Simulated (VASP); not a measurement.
Set up this calculation in VASP 6.6.1, as the native input.

```yaml
Task: electric field gradients
Functional: PBEsol
Potentials_or_basis: VASP PAW PBE potentials, release 64 (Ca_sv, F)
Cutoff: 520 eV
k_mesh: 8 × 8 × 8
Occupations: fermi-dirac, width 0.02 eV
Spin: no spin polarisation
Dipole_correction: no
Further_INCAR_settings: ALGO = Normal; EDIFF = 1e-08; NBANDS = 19
```

The structure of CaF2 lies in POSCAR:

```
CaF2
1.0
    0.0000000000      2.7493382755      2.7493382755
    2.7493382755      0.0000000000      2.7493382755
    2.7493382755      2.7493382755      0.0000000000
Ca F
1 2
Direct
    0.0000000000      0.0000000000      0.0000000000
    0.2500000000      0.2500000000      0.2500000000
    0.7500000000      0.7500000000      0.7500000000
```

These files were run (other wordings do the same):

INCAR

```
PREC     = Accurate       # precision mode
ENCUT    = 520            # plane-wave cutoff, eV
EDIFF    = 1E-8           # SCF threshold, eV
ISMEAR   = -1             # smearing method
SIGMA    = 0.02           # smearing width, eV
LREAL    = F              # projectors in reciprocal space
LASPH    = T              # aspherical terms in the spheres
NELM     = 120            # most SCF steps
ALGO     = Normal         # electronic algorithm
ISIF     = 2              # what is computed and relaxed
LWAVE    = F              # write WAVECAR
LCHARG   = F              # write CHGCAR
GGA      = PS             # functional
LEFG     = T            
NBANDS   = 19             # bands
GGA_COMPAT= F
```

KPOINTS

```
regular mesh
0
Gamma
  8 8 8
```

Potentials or basis: VASP PAW PBE potentials, release 64 (Ca_sv, F).

The run is started by

```console
$ cat potpaw_PBE.64/Ca_sv/POTCAR potpaw_PBE.64/F/POTCAR > POTCAR
$ mpirun -np 1 vasp_std > vasp.out
```

Results of the run:

```json
{
  "Pressure": "-3.2 GPa",
  "Band gap on the k mesh": "6.98 eV (least direct gap 7.23 eV)",
  "Largest electric field gradient by atom": "zero within the noise of the run"
}
```

Caveat: the cell stands under tension; the PAW data sets were made with another functional, which shifts forces and pressure a little.

Wall time 19 s on 1 thread of AMD EPYC 9R45 96-Core Processor (Zen 5) (shared host), peak memory 0.14 GiB.
